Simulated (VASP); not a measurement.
# Cd2O3 (R-3c) in VASP: further runs

Cd2O3 is run at these levels: PBE; tasks: single point, relaxation of cell and atoms.

Everything below comes from runs of VASP 6.6.1. Logs are shortened: lines on timing, memory, paths and dates and some standing lists are left out, and cuts for length are marked.

**1. The cell of the first run**

Symmetry: R-3c, No. 167, trigonal system. Conventional cell: a = 5.582 Å, b = 5.582 Å, c = 13.363 Å, α = 90.00°, β = 90.00°, γ = 120.00°. Cd (site symmetry 3) has 6 O at 2.11 to 2.22 Å within 2.8 Å. Within 2.8 Å of O (site symmetry 2) lie 4 Cd at 2.11 to 2.22 Å and 2 O at 2.79 Å.

**2. Single point, PBE**

INCAR

```
  PREC = Accurate
  ENCUT = 520
  EDIFF = 1E-7
  ISMEAR = -1
  SIGMA = 0.1
  LREAL = False
  LASPH = True
  NELM = 80
  ALGO = Normal
  ISIF = 2
  LWAVE = False
  LCHARG = False
  GGA = PE
  NBANDS = 53
```

KPOINTS

```
Automatic mesh
0
Gamma
  5 5 5
```

POSCAR

```
Cd2O3
1.0
    2.7908571329      4.8339063508     -0.0000001708
   -2.7908571329      4.8339063508     -0.0000001708
    0.0000000000     -3.2226040765      4.4544058303
Cd O
4 6
Direct
    0.3630875032      0.3630875032      0.0892625096
    0.1369124968      0.1369124968      0.4107374904
    0.6369124968      0.6369124968      0.9107374904
    0.8630875032      0.8630875032      0.5892625096
    0.5418770952      0.9581229048      0.7500000000
    0.2500000000      0.5418770952      0.7500000000
    0.9581229048      0.2500000000      0.7500000000
    0.4581229048      0.0418770952      0.2500000000
    0.7500000000      0.4581229048      0.2500000000
    0.0418770952      0.7500000000      0.2500000000
```

Potentials or basis: VASP PAW PBE potentials, release 64 (Cd, O).

Command:

```sh
$ cat potpaw_PBE.64/Cd/POTCAR potpaw_PBE.64/O/POTCAR > POTCAR
$ mpirun -np 1 vasp_std > vasp.out
```

OUTCAR:

```text
PREC = Accurate
   ENCUT = 520
   EDIFF = 1E-7
   ISMEAR = -1
   LREAL = False
   LASPH = True
   NELM = 80
   ISIF = 2
   GGA = PE

 ion  position               nearest neighbor table
   1  0.363  0.363  0.089-   9 2.11   8 2.11  10 2.11   7 2.22   6 2.22   5 2.22   2 3.02   3 3.32
                             3 3.32   3 3.32   2 3.53   2 3.53   2 3.53   3 3.66
   2  0.137  0.137  0.411-  10 2.11   8 2.11   9 2.11   6 2.22   7 2.22   5 2.22   1 3.02   4 3.32
                             4 3.32   4 3.32   1 3.53   1 3.53   1 3.53   4 3.66
   3  0.637  0.637  0.911-   6 2.11   5 2.11   7 2.11  10 2.22   9 2.22   8 2.22   4 3.02   1 3.32
                             1 3.32   1 3.32   4 3.53   4 3.53   4 3.53   1 3.66
   4  0.863  0.863  0.589-   7 2.11   5 2.11   6 2.11   9 2.22  10 2.22   8 2.22   3 3.02   2 3.32
                             2 3.32   2 3.32   3 3.53   3 3.53   3 3.53   2 3.66
   5  0.542  0.958  0.750-   3 2.11   4 2.11   1 2.22   2 2.22
   6  0.250  0.542  0.750-   3 2.11   4 2.11   2 2.22   1 2.22
   7  0.958  0.250  0.750-   4 2.11   3 2.11   1 2.22   2 2.22
   8  0.458  0.042  0.250-   1 2.11   2 2.11   3 2.22   4 2.22
   9  0.750  0.458  0.250-   1 2.11   2 2.11   4 2.22   3 2.22
  10  0.042  0.750  0.250-   2 2.11   1 2.11   3 2.22   4 2.22

  LATTYP: Found a trigonal (rhomboedric) cell.
 ALAT       =     5.4979003569
 COS(alpha) =     0.4846390871

  Lattice vectors:

 A1 = (   2.7908571329,   1.6113022743,   4.4544056595)
 A2 = (  -2.7908571329,   1.6113022743,   4.4544056595)
 A3 = (   0.0000000000,  -3.2226040765,   4.4544058303)

Analysis of symmetry for initial positions (statically):
=====================================================================
 Subroutine PRICEL returns:
 Original cell was already a primitive cell.

 Routine SETGRP: Setting up the symmetry group for a
 trigonal (rhombohedral) supercell.

 Subroutine GETGRP returns: Found 12 space group operations
 (whereof  6 operations were pure point group operations)
 out of a pool of 12 trial point group operations.

The static configuration has the point symmetry S_6 .
 The point group associated with its full space group is D_3d.

Analysis of symmetry for dynamics (positions and initial velocities):
=====================================================================
 Subroutine PRICEL returns:
 Original cell was already a primitive cell.

 Routine SETGRP: Setting up the symmetry group for a
 trigonal (rhombohedral) supercell.

 Subroutine GETGRP returns: Found 12 space group operations
 (whereof  6 operations were pure point group operations)
 out of a pool of 12 trial point group operations.

The dynamic configuration has the point symmetry S_6 .
 The point group associated with its full space group is D_3d.

 Subroutine INISYM returns: Found 12 space group operations
 (whereof  6 operations are pure point group operations),
 and found     1 'primitive' translations

----------------------------------------------------------------------------------------

                                     Primitive cell

  volume of cell :     120.1865

  direct lattice vectors                    reciprocal lattice vectors
     2.790857133  4.833906351 -0.000000171     0.179156430  0.103436016  0.074832276
    -2.790857133  4.833906351 -0.000000171    -0.179156430  0.103436016  0.074832276
     0.000000000 -3.222604077  4.454405830     0.000000000  0.000000008  0.224496838

  length of vectors
     5.581714266  5.581714266  5.497900357     0.219990693  0.219990693  0.224496838

  position of ions in fractional coordinates (direct lattice)
     0.363087503  0.363087503  0.089262510
     0.136912497  0.136912497  0.410737490
     0.636912497  0.636912497  0.910737490
     0.863087503  0.863087503  0.589262510
     0.541877095  0.958122905  0.750000000
     0.250000000  0.541877095  0.750000000
     0.958122905  0.250000000  0.750000000
     0.458122905  0.041877095  0.250000000
     0.750000000  0.458122905  0.250000000
     0.041877095  0.750000000  0.250000000

  ion indices of the primitive-cell ions
   primitive index   ion index
                 1           1
                 2           2
                 3           3
                 4           4
                 5           5
                 6           6
                 7           7
                 8           8
                 9           9
                10          10

----------------------------------------------------------------------------------------

 KPOINTS: Automatic mesh

Automatic generation of k-mesh.
 Grid dimensions read from file:
 generate k-points for:    5    5    5

 Generating k-lattice:

  Cartesian coordinates                     Fractional coordinates (reciprocal lattice)
     0.035831286  0.020687203  0.014966455     0.200000000 -0.000000000 -0.000000000
    -0.035831286  0.020687203  0.014966455    -0.000000000  0.200000000 -0.000000000
     0.000000000  0.000000002  0.044899368     0.000000000  0.000000000  0.200000000

  Length of vectors
     0.043998139  0.043998139  0.044899368

  Shift w.r.t. Gamma in fractional coordinates (k-lattice)
     0.000000000  0.000000000  0.000000000

 Subroutine IBZKPT returns following result:
 ===========================================

 Found     19 irreducible k-points:

 Following reciprocal coordinates:
            Coordinates               Weight
  0.000000  0.000000  0.000000      1.000000
  0.200000 -0.000000  0.000000      6.000000
  0.400000 -0.000000  0.000000      6.000000
  0.200000  0.200000  0.000000      6.000000
  0.400000  0.200000  0.000000     12.000000
 -0.400000  0.200000  0.000000     12.000000
[... 11 lines left out ...]
 -0.000000 -0.000000  0.400000      2.000000
  0.200000 -0.000000  0.400000      6.000000
   k-points           NKPTS =     19   k-points in BZ     NKDIM =     19   number of bands    NBANDS=     53
   number of dos      NEDOS =    301   number of ions     NIONS =     10
   total plane-waves  NPLWV =  74088
   dimension x,y,z NGX =    42 NGY =   42 NGZ =   42
   dimension x,y,z NGXF=    84 NGYF=   84 NGZF=   84
   ions per type =               4   6
   NGX,Y,Z   is equivalent  to a cutoff of  12.51, 12.51, 12.70 a.u.
   NGXF,Y,Z  is equivalent  to a cutoff of  25.02, 25.02, 25.40 a.u.
 SYSTEM =  unknown system
   PREC   = accura    normal or accurate (medium, high low for compatibility)
   ISTART =      0    job   : 0-new  1-cont  2-samecut
   ICHARG =      2    charge: 1-file 2-atom 10-const
   ISPIN  =      1    spin polarized calculation?
   LNONCOLLINEAR =      F non collinear calculations
   LSORBIT =      F    spin-orbit coupling
   LASPH  =      T    aspherical Exc in radial PAW
   ENCUT  =  520.0 eV  38.22 Ry    6.18 a.u.  10.38 10.38 10.22*2*pi/ulx,y,z
   NELM   =     80;   NELMIN=  2; NELMDL= -5     # of ELM steps
   EDIFF  = 0.1E-06   stopping-criterion for ELM
   LREAL  =      F    real-space projection
   EDIFFG = 0.1E-05   stopping-criterion for IOM
   NSW    =      0    number of steps for IOM
   IBRION =     -1    ionic relax: 0-MD 1-quasi-New 2-CG
   NFREE  =      0    steps in history (QN), initial steepest desc. (CG)
   ISIF   =      2    stress and relaxation
   ISYM   =      2    0-nonsym 1-usesym 2-fastsym
   POTIM  = 0.5000    time-step for ionic-motion
   TEBEG  =    0.0;   TEEND  =   0.0 temperature during run
   PSTRESS=    0.0 pullay stress
   NELECT =      84.0000    total number of electrons
   NUPDOWN=      -1.0000    fix difference up-down
   EMIN   =  10.00;   EMAX   =-10.00  energy-range for DOS
   EFERMI =   0.00;   METHOD = LEGACY
   ISMEAR =    -1;   SIGMA  =   0.10  broadening in eV -4-tet -1-fermi 0-gaus
   EFERMI_NEDOS =   21; number of points for ismear=-14 and -15
   IALGO  =     38    algorithm
   IMIX   =      4    mixing-type and parameters
     AMIX     =   0.40;   BMIX     =  1.00
     AMIX_MAG =   1.60;   BMIX_MAG =  1.00
  volume/ion in A,a.u.               =      12.02        81.11
  Fermi-wavevector in a.u.,A,eV,Ry     =   1.452834  2.745459 28.718188  2.110727
  Thomas-Fermi vector in A             =   2.570170
   LORBIT       =      0    0 simple, 1 ext, 2 COOP (PROOUT), +10 PAW based schemes
   GGA     = PE    functional components
[... 5 lines left out ...]
 non-spin polarized calculation
  energy-cutoff  :      520.00
  volume of cell :      120.19
 maximum number of plane-waves:      3255
 NGX is ok and might be reduce to    42
   NGX = 21   NGY = 21   NGZ = 21

 number of electron      84.0000002 magnetization

 Free energy of the ion-electron system (eV)
  ---------------------------------------------------
  ext. energy  EPLUGINS =         0.00000000
  ---------------------------------------------------
  free energy    TOTEN  =       -36.07129681 eV

  energy without entropy =      -35.68315348  energy(sigma->0) =      -35.87722515

 E-fermi :   1.7021     XC(G=0): -11.5053

 val. band max:        1.6967433677   @ k =  -0.4000   0.0000   0.2000
 cond. band min:       1.7211619102   @ k =  -0.0000  -0.0000   0.4000
 fundamental gap:      0.0244185425
 Fermi energy:         1.7021244890

 k-point     1 :       0.0000    0.0000    0.0000
  band No.  band energies     occupation
      1     -16.4941      2.00000
      2     -15.3390      2.00000
      3     -15.3390      2.00000
      4     -15.3199      2.00000
      5     -15.3199      2.00000
      6     -15.1110      2.00000
[... 45 lines left out ...]
     52      12.6323      0.00000
     53      12.9530      0.00000

 k-point     2 :       0.2000   -0.0000    0.0000
  band No.  band energies     occupation
      1     -16.3849      2.00000
      2     -15.4496      2.00000
      3     -15.3480      2.00000
      4     -15.3307      2.00000
      5     -15.2977      2.00000
      6     -15.1312      2.00000
[... 45 lines left out ...]
     52      12.5759      0.00000
     53      13.1005      0.00000
[... 894 lines left out ...]
     52      12.2124      0.00000
     53      12.5863      0.00000

 k-point    19 :       0.2000   -0.0000    0.4000
  band No.  band energies     occupation
      1     -15.8747      2.00000
      2     -15.7699      2.00000
      3     -15.4010      2.00000
      4     -15.3504      2.00000
      5     -15.3282      2.00000
      6     -15.2872      2.00000
[... 45 lines left out ...]
     52      12.2257      0.00000
     53      12.9249      0.00000

------------------------ aborting loop because EDIFF is reached ----------------------------------------

  FORCE on cell =-STRESS in cart. coord.  units (eV):
  Direction    XX          YY          ZZ          XY          YZ          ZX
  --------------------------------------------------------------------------------------
  -------------------------------------------------------------------------------------
  Total       17.3071905     17.3071905     16.6153374     -0.0000000     -0.0000000      0.0000000
  in kB      230.7180391    230.7180391    221.4951108     -0.0000000     -0.0000003      0.0000000
  external PRESSURE =     227.6437297 kB  Pullay stress =       0.0000000 kB

 VOLUME and BASIS-vectors are now :
 -----------------------------------------------------------------------------
  energy-cutoff  :      520.00
  volume of cell :      120.19
      direct lattice vectors                 reciprocal lattice vectors
     2.790857133  4.833906351 -0.000000171     0.179156430  0.103436016  0.074832276
    -2.790857133  4.833906351 -0.000000171    -0.179156430  0.103436016  0.074832276
     0.000000000 -3.222604077  4.454405830     0.000000000  0.000000008  0.224496838

 POSITION                                       TOTAL-FORCE (eV/Angst)
 -----------------------------------------------------------------------------------
      0.00000      3.22260      0.39761        -0.000000      0.000000      0.064888
      0.00000      0.00000      1.82959        -0.000000     -0.000000     -0.064888
      0.00000      3.22260      4.05679        -0.000000     -0.000000     -0.064888
      0.00000      6.44521      2.62481        -0.000000      0.000000      0.064888
     -1.16168      4.83391      3.34080        -0.020350     -0.000000      0.000000
     -0.81459      1.41091      3.34080         0.010175     -0.017624      0.000000
      1.97627      3.42300      3.34080         0.010175      0.017624     -0.000000
      1.16168      1.61130      1.11360         0.020350     -0.000000      0.000000
      0.81459      5.03430      1.11360        -0.010175      0.017624     -0.000000
     -1.97627      3.02221      1.11360        -0.010175     -0.017624      0.000000
 -----------------------------------------------------------------------------------
    total drift:                                0.000000      0.000000     -0.000000

  FREE ENERGIE OF THE ION-ELECTRON SYSTEM (eV)
  ---------------------------------------------------
  free  energy   TOTEN  =       -36.0712968136 eV

  energy  without entropy=      -35.6831534772  energy(sigma->0) =      -35.87722515
```

Run time: 1.7 min. Hardware: 1 thread of Intel Xeon 6975P-C (Granite Rapids), shared host; peak memory 0.29 GiB.

Results:

| Property | Result |
| --- | --- |
| Free energy | -36.0713 eV |
| Pressure | 22.8 GPa |
| Largest force | 0.065 eV/Å |
| Band gap on the k mesh | zero (band 42 reaches 1.78 eV, above the bottom of band 43 at 1.67 eV) |

Forces on the atoms (eV/Å):
```
Cd   0.000  0.000  0.065
Cd   0.000  0.000 -0.065
Cd   0.000  0.000 -0.065
Cd   0.000  0.000  0.065
O   -0.020  0.000  0.000
O    0.010 -0.018  0.000
O    0.010  0.018  0.000
O    0.020  0.000  0.000
O   -0.010  0.018  0.000
O   -0.010 -0.018  0.000
```

**3. Relaxation of cell and atoms, PBE, target pressure 20 GPa, at which the enthalpy is minimised**

This run uses another cell than the first one, of 11.69 Å³/atom, 0.973 times its volume.

INCAR

```
SYSTEM = Cd2O3
PREC     = Accurate       ! precision mode
ENCUT    = 600            ! plane-wave cutoff, eV
EDIFF    = 1E-6           ! SCF threshold, eV
ISMEAR   = -1             ! smearing method
SIGMA    = 0.1            ! smearing width, eV
LREAL    = .False.        ! projectors in reciprocal space
LASPH    = .True.         ! aspherical terms in the spheres
NELM     = 60             ! most SCF steps
ALGO     = Normal         ! electronic algorithm
ISIF     = 3              ! what is computed and relaxed
LWAVE    = .False.        ! write WAVECAR
LCHARG   = .False.        ! write CHGCAR
GGA      = PE             ! functional
IBRION   = 2              ! ionic algorithm
NSW      = 60             ! ionic steps
EDIFFG   = -0.03          ! ionic threshold
PSTRESS  = 200.0
```

KPOINTS

```
Automatic mesh
0
Gamma
  5 5 5
  0 0 0
```

POSCAR

```
Cd2O3
1.0
    2.6753740000      4.6338830000      0.0000000000
   -2.6753740000      4.6338830000      0.0000000000
    0.0000000000     -3.0892550000      4.7165680000
Cd O
4 6
Direct
    0.3573100000      0.3573100000      0.0719300000
    0.1426900000      0.1426900000      0.4280700000
    0.6426900000      0.6426900000      0.9280700000
    0.8573100000      0.8573100000      0.5719300000
    0.5480000000      0.9520000000      0.7500000000
    0.2500000000      0.5480000000      0.7500000000
    0.9520000000      0.2500000000      0.7500000000
    0.4520000000      0.0480000000      0.2500000000
    0.7500000000      0.4520000000      0.2500000000
    0.0480000000      0.7500000000      0.2500000000
```

Potentials or basis: VASP PAW PBE potentials, release 64 (Cd, O).

Command:

```sh
$ cat potpaw_PBE.64/Cd/POTCAR potpaw_PBE.64/O/POTCAR > POTCAR
$ mpirun -np 1 vasp_std > vasp.out
```

It took 14 min on 1 thread of Intel Xeon 6975P-C (Granite Rapids), shared host; peak memory 0.38 GiB.

It converged, with:

```yaml
Free_energy: -36.2200 eV
Relaxed_volume: 12.12 Å³/atom
Relaxed_cell: a = 5.632 Å, b = 5.632 Å, c = 5.481 Å, α = 120.92°, β = 120.92°, γ = 60.00°
Space_group_after_relaxing_to_0.05_Å: R-3c (No. 167)
Energy_change_on_relaxing_the_enthalpy_is_what_falls: -94.3 meV/atom
Ionic_steps: 16
Pressure_after_relaxing: 20.0 GPa
Largest_force_after_relaxing: 0.013 eV/Å
Band_gap_on_the_k_mesh: zero (band 42 reaches 1.70 eV, above the bottom of band 43 at 1.57 eV)
```

Forces on the atoms (eV/Å):
```
Cd   0.000  0.000  0.013
Cd   0.000  0.000 -0.013
Cd   0.000  0.000 -0.013
Cd   0.000  0.000  0.013
O    0.006  0.000  0.000
O   -0.003  0.005  0.000
O   -0.003 -0.005  0.000
O   -0.006  0.000  0.000
O    0.003 -0.005  0.000
O    0.003  0.005  0.000
```

Stress tensor (GPa, compression positive):
```
19.97  0.00  0.00
 0.00 19.97  0.00
 0.00  0.00 20.11
```

Step by step:
```csv
step,energy change (eV),largest force (eV/Å),pressure (GPa),volume (Å³)
1,0.0000,0.4058,32.54,116.95
2,-1.9320,0.1361,7.53,133.10
3,-1.1963,0.1384,19.12,124.14
4,-1.1780,0.1423,19.33,123.99
5,-1.1400,0.2042,19.95,123.53
6,-1.1075,0.3445,20.34,123.24
7,-1.1221,0.3205,20.06,123.23
8,-1.1473,0.2615,19.23,123.15
9,-1.1128,0.1796,17.63,122.77
10,-1.1387,0.2145,18.19,122.95
11,-0.9458,0.0966,20.30,121.28
12,-0.9325,0.0890,20.42,121.18
13,-0.9520,0.0648,20.10,121.32
14,-0.9655,0.0818,19.85,121.42
15,-0.9585,0.0528,19.91,121.35
16,-0.9430,0.0126,20.02,121.22
```

Final structure:
```
Cd O
1.0
     2.81621    4.87782    0.00000
    -2.81621    4.87782    0.00000
     0.00000   -3.25188    4.41215
Cd O
4 6
Direct
  0.36456 0.36456 0.09367
  0.13544 0.13544 0.40633
  0.63544 0.63544 0.90633
  0.86456 0.86456 0.59367
  0.54100 0.95900 0.75000
  0.25000 0.54100 0.75000
  0.95900 0.25000 0.75000
  0.45900 0.04100 0.25000
  0.75000 0.45900 0.25000
  0.04100 0.75000 0.25000
```

Levels at points of the mesh, in eV from the Fermi level:
```
           k point  band 40  band 41  band 42  band 43  band 44  band 45
(0.00, 0.00, 0.00)    -0.36    -0.04    -0.04     0.35     0.35     2.44
```

Caveat: the cell is relaxed towards a set pressure, so the enthalpy falls and the energy may rise.
